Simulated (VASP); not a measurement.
# SrTiO3 (P1) in VASP: single point with PBE

Aim: the single point of SrTiO3 with PBE.

Program: VASP 6.6.1. These are calculated values, not measurements. Logs are shortened: lines on timing, memory, paths and dates and some standing lists are left out, and cuts for length are marked.

**1. The cell of the first run**

The typed cell holds 5 atoms: a = 3.936 Å, b = 3.936 Å, c = 3.936 Å, α = 90.00°, β = 90.00°, γ = 90.00°.

**2. Single point, PBE (atoms moved at random)**

The input, INCAR:

```
SYSTEM = SrTiO3
PREC     = Accurate       ! precision mode
ENCUT    = 520            ! plane-wave cutoff, eV
EDIFF    = 1E-6           ! SCF threshold, eV
ISMEAR   = 0              ! smearing method
SIGMA    = 0.05           ! smearing width, eV
LREAL    = .FALSE.        ! projectors in reciprocal space
LASPH    = .TRUE.         ! aspherical terms in the spheres
NELM     = 80             ! most SCF steps
ALGO     = Normal         ! electronic algorithm
ISIF     = 2              ! what is computed and relaxed
LWAVE    = .FALSE.        ! write WAVECAR
LCHARG   = .TRUE.         ! write CHGCAR
GGA      = PE             ! functional
LELF     = .TRUE.         ! ELF
LVHAR    = .TRUE.       
NBANDS   = 28             ! bands
```

The input, KPOINTS:

```
regular mesh
0
G
  8 8 8
  0 0 0
```

The input, POSCAR:

```
SrTiO3
1.0
    3.9364035682      0.0000000000      0.0000000000
    0.0000000000      3.9364035682      0.0000000000
    0.0000000000      0.0000000000      3.9364035682
Sr Ti O
1 1 3
Direct
   -0.0070231707      0.0089566827      0.0134122671
    0.4506416859      0.5380176345      0.5102528497
   -0.0074629023      0.4522234101      0.5149519759
    0.5254758638      0.0171000233      0.4506072147
    0.5383685232      0.4837022494      0.0107756926
```

Potentials or basis: VASP PAW PBE potentials, release 64 (Sr_sv, Ti_sv, O).

On the command line:

```sh
$ cat potpaw_PBE.64/Sr_sv/POTCAR potpaw_PBE.64/Ti_sv/POTCAR potpaw_PBE.64/O/POTCAR > POTCAR
$ mpirun -np 1 vasp_std > vasp.out
```

OUTCAR:

```text
SYSTEM = SrTiO3
   PREC = Accurate
   ENCUT = 520
   EDIFF = 1E-6
   ISMEAR = 0
   LREAL = .FALSE.
   LASPH = .TRUE.
   NELM = 80
   ISIF = 2
   GGA = PE

 ion  position               nearest neighbor table
   1  0.993  0.009  0.013-   4 2.52   5 2.59   3 2.63   3 2.63   4 2.71   5 2.73   5 2.85   4 2.88
                             3 2.94   3 2.95   5 2.98   4 3.05   2 3.24   2 3.26   2 3.38   2 3.39
   2  0.451  0.538  0.510-   3 1.83   4 1.92   5 2.01   5 2.01   4 2.08   3 2.16   1 3.24   1 3.26
                             1 3.38   1 3.39   1 3.44   1 3.45   1 3.57   1 3.58
   3  0.993  0.452  0.515-   2 1.83   2 2.16   1 2.63   1 2.63   1 2.94   1 2.95
   4  0.525  0.017  0.451-   2 1.92   2 2.08   1 2.52   1 2.71   1 2.88   1 3.05
   5  0.538  0.484  0.011-   2 2.01   2 2.01   1 2.59   1 2.73   1 2.85   1 2.98

  LATTYP: Found a simple cubic cell.
 ALAT       =     3.9364035682

  Lattice vectors:

 A1 = (   3.9364035682,   0.0000000000,   0.0000000000)
 A2 = (   0.0000000000,   3.9364035682,   0.0000000000)
 A3 = (   0.0000000000,   0.0000000000,   3.9364035682)

Analysis of symmetry for initial positions (statically):
=====================================================================
 Subroutine PRICEL returns:
 Original cell was already a primitive cell.

 Routine SETGRP: Setting up the symmetry group for a
 simple cubic supercell.

 Subroutine GETGRP returns: Found  1 space group operations
 (whereof  1 operations were pure point group operations)
 out of a pool of 48 trial point group operations.

The static configuration has the point symmetry C_1 .

Analysis of symmetry for dynamics (positions and initial velocities):
=====================================================================
 Subroutine PRICEL returns:
 Original cell was already a primitive cell.

 Routine SETGRP: Setting up the symmetry group for a
 simple cubic supercell.

 Subroutine GETGRP returns: Found  1 space group operations
 (whereof  1 operations were pure point group operations)
 out of a pool of 48 trial point group operations.

The dynamic configuration has the point symmetry C_1 .

 Subroutine INISYM returns: Found  1 space group operations
 (whereof  1 operations are pure point group operations),
 and found     1 'primitive' translations

----------------------------------------------------------------------------------------

                                     Primitive cell

  volume of cell :      60.9956

  direct lattice vectors                    reciprocal lattice vectors
     3.936403568  0.000000000  0.000000000     0.254038993  0.000000000  0.000000000
     0.000000000  3.936403568  0.000000000     0.000000000  0.254038993  0.000000000
     0.000000000  0.000000000  3.936403568     0.000000000  0.000000000  0.254038993

  length of vectors
     3.936403568  3.936403568  3.936403568     0.254038993  0.254038993  0.254038993

  position of ions in fractional coordinates (direct lattice)
     0.992976829  0.008956683  0.013412267
     0.450641686  0.538017635  0.510252850
     0.992537098  0.452223410  0.514951976
     0.525475864  0.017100023  0.450607215
     0.538368523  0.483702249  0.010775693

  ion indices of the primitive-cell ions
   primitive index   ion index
                 1           1
                 2           2
                 3           3
                 4           4
                 5           5

----------------------------------------------------------------------------------------

 KPOINTS: regular mesh

Automatic generation of k-mesh.
 Grid dimensions read from file:
 generate k-points for:    8    8    8

 Generating k-lattice:

  Cartesian coordinates                     Fractional coordinates (reciprocal lattice)
     0.031754874  0.000000000  0.000000000     0.125000000  0.000000000  0.000000000
     0.000000000  0.031754874  0.000000000     0.000000000  0.125000000  0.000000000
     0.000000000  0.000000000  0.031754874     0.000000000  0.000000000  0.125000000

  Length of vectors
     0.031754874  0.031754874  0.031754874

  Shift w.r.t. Gamma in fractional coordinates (k-lattice)
     0.000000000  0.000000000  0.000000000

 Subroutine IBZKPT returns following result:
 ===========================================

 Found    260 irreducible k-points:

 Following reciprocal coordinates:
            Coordinates               Weight
  0.000000  0.000000  0.000000      1.000000
  0.125000  0.000000  0.000000      2.000000
  0.000000  0.125000  0.000000      2.000000
  0.000000  0.000000  0.125000      2.000000
  0.250000  0.000000  0.000000      2.000000
  0.000000  0.250000  0.000000      2.000000
[... 16 lines left out ...]
 -0.125000  0.250000  0.000000      2.000000
 -0.250000  0.000000  0.125000      2.000000
 [... further k-points ...]
   k-points           NKPTS =    260   k-points in BZ     NKDIM =    260   number of bands    NBANDS=     28
   number of dos      NEDOS =    301   number of ions     NIONS =      5
   total plane-waves  NPLWV =  27000
   dimension x,y,z NGX =    30 NGY =   30 NGZ =   30
   dimension x,y,z NGXF=    60 NGYF=   60 NGZF=   60
   ions per type =               1   1   3
   NGX,Y,Z   is equivalent  to a cutoff of  12.67, 12.67, 12.67 a.u.
   NGXF,Y,Z  is equivalent  to a cutoff of  25.34, 25.34, 25.34 a.u.
 SYSTEM =  SrTiO3
   PREC   = accura    normal or accurate (medium, high low for compatibility)
   ISTART =      0    job   : 0-new  1-cont  2-samecut
   ICHARG =      2    charge: 1-file 2-atom 10-const
   ISPIN  =      1    spin polarized calculation?
   LNONCOLLINEAR =      F non collinear calculations
   LSORBIT =      F    spin-orbit coupling
   LASPH  =      T    aspherical Exc in radial PAW
   ENCUT  =  520.0 eV  38.22 Ry    6.18 a.u.   7.32  7.32  7.32*2*pi/ulx,y,z
   NELM   =     80;   NELMIN=  2; NELMDL= -5     # of ELM steps
   EDIFF  = 0.1E-05   stopping-criterion for ELM
   LREAL  =      F    real-space projection
   EDIFFG = 0.1E-04   stopping-criterion for IOM
   NSW    =      0    number of steps for IOM
   IBRION =     -1    ionic relax: 0-MD 1-quasi-New 2-CG
   NFREE  =      0    steps in history (QN), initial steepest desc. (CG)
   ISIF   =      2    stress and relaxation
   ISYM   =      2    0-nonsym 1-usesym 2-fastsym
   POTIM  = 0.5000    time-step for ionic-motion
   TEBEG  =    0.0;   TEEND  =   0.0 temperature during run
   PSTRESS=    0.0 pullay stress
   NELECT =      40.0000    total number of electrons
   NUPDOWN=      -1.0000    fix difference up-down
   EMIN   =  10.00;   EMAX   =-10.00  energy-range for DOS
   EFERMI =   0.00;   METHOD = LEGACY
   ISMEAR =     0;   SIGMA  =   0.05  broadening in eV -4-tet -1-fermi 0-gaus
   EFERMI_NEDOS =   21; number of points for ismear=-14 and -15
   IALGO  =     38    algorithm
   IMIX   =      4    mixing-type and parameters
     AMIX     =   0.40;   BMIX     =  1.00
     AMIX_MAG =   1.60;   BMIX_MAG =  1.00
  volume/ion in A,a.u.               =      12.20        82.32
  Fermi-wavevector in a.u.,A,eV,Ry     =   1.422313  2.687782 27.524240  2.022975
  Thomas-Fermi vector in A             =   2.543030
   LORBIT       =      0    0 simple, 1 ext, 2 COOP (PROOUT), +10 PAW based schemes
   GGA     = PE    functional components
   LHFCALC =     F    Hartree Fock is set to
   AEXX    =    0.0000 exact exchange contribution
   IVDW    =     0    specifies the selected vdW correction
   LEPSILON=     F    determine dielectric tensor
   LRPA    =     F    only Hartree local field effects (RPA)
 non-spin polarized calculation
 Gauss-broadening in eV      SIGMA  =   0.05
  energy-cutoff  :      520.00
  volume of cell :       61.00
 maximum number of plane-waves:      1671
 NGX is ok and might be reduce to    30
   NGX = 15   NGY = 15   NGZ = 15

 number of electron      40.0000000 magnetization

 Free energy of the ion-electron system (eV)
  ---------------------------------------------------
  ext. energy  EPLUGINS =         0.00000000
  ---------------------------------------------------
  free energy    TOTEN  =       -39.48313306 eV

  energy without entropy =      -39.48313306  energy(sigma->0) =      -39.48313306

 E-fermi :   4.4813     XC(G=0): -11.1503

 val. band max:        4.0948239449   @ k =   0.5000   0.5000   0.5000
 cond. band min:       6.2721146696   @ k =   0.0000   0.0000   0.0000
 fundamental gap:      2.1772907247
 Fermi energy:         4.4813192485

 k-point     1 :       0.0000    0.0000    0.0000
  band No.  band energies     occupation
      1     -52.4840      2.00000
      2     -28.8015      2.00000
      3     -28.7515      2.00000
      4     -28.7158      2.00000
      5     -28.7035      2.00000
      6     -13.4502      2.00000
[... 20 lines left out ...]
     27       9.5305      0.00000
     28       9.7451      0.00000

 k-point     2 :       0.1250    0.0000    0.0000
  band No.  band energies     occupation
      1     -52.4838      2.00000
      2     -28.8262      2.00000
      3     -28.7351      2.00000
      4     -28.7135      2.00000
      5     -28.7024      2.00000
      6     -13.4404      2.00000
[... 20 lines left out ...]
     27       9.7609      0.00000
     28      10.1462      0.00000

 k-point     3 :       0.0000    0.1250    0.0000
  band No.  band energies     occupation
      1     -52.4838      2.00000
      2     -28.8113      2.00000
      3     -28.7629      2.00000
      4     -28.7064      2.00000
      5     -28.6961      2.00000
      6     -13.4547      2.00000
[... 20 lines left out ...]
     27       9.8333      0.00000
     28      10.0868      0.00000

 k-point     4 :       0.0000    0.0000    0.1250
  band No.  band energies     occupation
      1     -52.4838      2.00000
      2     -28.8090      2.00000
      3     -28.7612      2.00000
      4     -28.7180      2.00000
      5     -28.6884      2.00000
      6     -13.4713      2.00000
[... 20 lines left out ...]
     27       9.8081      0.00000
     28      10.0329      0.00000

 k-point     5 :       0.2500    0.0000    0.0000
  band No.  band energies     occupation
      1     -52.4833      2.00000
      2     -28.8654      2.00000
      3     -28.7209      2.00000
      4     -28.7065      2.00000
      5     -28.6953      2.00000
      6     -13.4554      2.00000
[... 20 lines left out ...]
     27      10.3613      0.00000
     28      11.0818      0.00000

 k-point     6 :       0.0000    0.2500    0.0000
  band No.  band energies     occupation
      1     -52.4833      2.00000
      2     -28.8391      2.00000
      3     -28.7686      2.00000
      4     -28.7044      2.00000
      5     -28.6754      2.00000
      6     -13.4945      2.00000
[... 463 lines left out ...]
      5     -28.6719      2.00000
      6     -13.4661      2.00000
[... 20 lines left out ...]
     27      10.6026      0.00000
     28      11.1252      0.00000

 k-point    22 :       0.1250    0.0000    0.2500
  band No.  band energies     occupation
      1     -52.4831      2.00000
      2     -28.8327      2.00000
      3     -28.7728      2.00000
      4     -28.7170      2.00000
      5     -28.6691      2.00000
      6     -13.4929      2.00000
[... 20 lines left out ...]
     27      10.5460      0.00000
     28      11.0169      0.00000

 k-point    23 :      -0.1250    0.2500    0.0000
  band No.  band energies     occupation
      1     -52.4831      2.00000
      2     -28.8403      2.00000
      3     -28.7716      2.00000
      4     -28.7042      2.00000
      5     -28.6764      2.00000
      6     -13.4544      2.00000
[... 20 lines left out ...]
     27      10.6048      0.00000
     28      11.1247      0.00000

 k-point    24 :      -0.2500    0.0000    0.1250
  band No.  band energies     occupation
      1     -52.4831      2.00000
      2     -28.8616      2.00000
      3     -28.7319      2.00000
      4     -28.7166      2.00000
      5     -28.6825      2.00000
      6     -13.4294      2.00000
[... 20 lines left out ...]
     27      10.5140      0.00000
     28      11.1781      0.00000

 [... further k-points ...]

------------------------ aborting loop because EDIFF is reached ----------------------------------------

  FORCE on cell =-STRESS in cart. coord.  units (eV):
  Direction    XX          YY          ZZ          XY          YZ          ZX
  --------------------------------------------------------------------------------------
  -------------------------------------------------------------------------------------
  Total        1.0343506      0.0508200      0.1279285     -0.8193631      0.2875693     -0.2606971
  in kB       27.1693657      1.3348920      3.3603079    -21.5222738      7.5536044     -6.8477510
  external PRESSURE =      10.6215219 kB  Pullay stress =       0.0000000 kB

 VOLUME and BASIS-vectors are now :
 -----------------------------------------------------------------------------
  energy-cutoff  :      520.00
  volume of cell :       61.00
      direct lattice vectors                 reciprocal lattice vectors
     3.936403568  0.000000000  0.000000000     0.254038993  0.000000000  0.000000000
     0.000000000  3.936403568  0.000000000     0.000000000  0.254038993  0.000000000
     0.000000000  0.000000000  3.936403568     0.000000000  0.000000000  0.254038993

 POSITION                                       TOTAL-FORCE (eV/Angst)
 -----------------------------------------------------------------------------------
      3.90876      0.03526      0.05280        -0.463064      0.362730     -0.085665
      1.77391      2.11785      2.00856         1.551496     -0.881610     -0.125999
      3.90703      1.78013      2.02706         1.172176      1.400173      0.106332
      2.06849      0.06731      1.77377        -1.148214     -1.862509      1.175120
      2.11924      1.90405      0.04242        -1.112394      0.981215     -1.069788
 -----------------------------------------------------------------------------------
    total drift:                               -0.000293      0.000696     -0.000100

  FREE ENERGIE OF THE ION-ELECTRON SYSTEM (eV)
  ---------------------------------------------------
  free  energy   TOTEN  =       -39.4831330642 eV

  energy  without entropy=      -39.4831330642  energy(sigma->0) =      -39.48313306
```

It took 11 min on 1 thread of Oxide Virtual Turin-like, shared host; peak memory 0.48 GiB.

What came out:

```
Free energy            : -39.4831 eV
Pressure               : 1.1 GPa
Largest force          : 2.484 eV/Å
Band gap on the k mesh : 2.18 eV (least direct gap 2.75 eV)
```

Forces in eV/Å, atoms in the order of the input:
```
Sr  -0.463  0.363 -0.086
Ti   1.551 -0.882 -0.126
O    1.172  1.400  0.106
O   -1.148 -1.863  1.175
O   -1.112  0.981 -1.070
```

Stress tensor (GPa, compression positive):
```
 2.72 -2.15 -0.68
-2.15  0.13  0.76
-0.68  0.76  0.34
```

Caveat: the cell differs from its parent crystal (atoms moved at random); forces of over 1 eV/Å act on the atoms, so gaps and moduli don't describe the material at rest. A k mesh can miss the band edges.
